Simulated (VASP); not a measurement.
Mo: single point with PBE

Mo:

```
Mo
1.0
    -3.14683    3.14683    3.14683
     3.14683   -3.14683    3.14683
     1.57342    1.57342   -1.57342
Mo
4
Direct
  0.01986 0.00488 0.01813
  0.97347 0.47975 0.96915
  0.50078 0.99250 0.97860
  0.48780 0.49733 0.97503
```

- Program: VASP 6.6.1
- Task: single point
- Functional: PBE
- Potentials or basis: VASP PAW PBE potentials, release 64 (Mo_sv)
- Cutoff: 520 eV
- k mesh: 4 × 4 × 8
- Occupations: fermi-dirac, width 0.08 eV
- Spin: no spin polarisation
- Dipole correction: no
- Further INCAR settings: ALGO = Normal; EDIFF = 1e-06; NBANDS = 36

```json
{"Pressure": "5.3 GPa", "Largest force": "1.214 eV/Å", "Band gap on the k mesh": "zero (bands 28 and 29 overlap by 2.22 eV)"}
```

Forces in eV/Å, atoms in the order of the input:
```
Mo  -0.241 -0.913 -0.763
Mo   0.181  0.288  1.009
Mo   0.135  0.290 -0.670
Mo  -0.076  0.334  0.423
```

Stress tensor (GPa, compression positive):
```
 4.62 -0.03  0.37
-0.03  5.45  0.19
 0.37  0.19  5.80
```

Levels at points of the mesh, in eV from the Fermi level:
```
           k point  band 26  band 27  band 28  band 29  band 30  band 31
(0.00, 0.00, 0.00)    -1.18     1.61     1.64     1.71     1.77     1.80
(0.50, 0.00, 0.00)    -1.65    -1.31    -0.99     0.93     0.99     1.14
(0.50, 0.50, 0.00)    -1.66    -1.29    -1.17     1.12     1.15     1.18
(0.00, 0.50, 0.00)    -1.60    -1.46    -1.16     0.99     1.09     1.20
(0.00, 0.00, 0.50)     1.71     1.73     1.75     1.78     1.84     2.38
(0.50, 0.00, 0.50)    -1.54    -0.74    -0.63     0.35     0.41     1.20
(0.50, 0.50, 0.50)    -1.53    -0.71    -0.65     0.52     0.54     1.21
(0.00, 0.50, 0.50)    -1.47    -0.93    -0.58     0.57     0.67     1.09
```

Wall time 84 s on 1 thread of AMD EPYC 9R45 96-Core Processor (Zen 5), on a shared host, peak memory 0.21 GiB.

Caveat: the cell stands under pressure; forces of over 1 eV/Å act on the atoms, so gaps and moduli don't describe the material at rest.
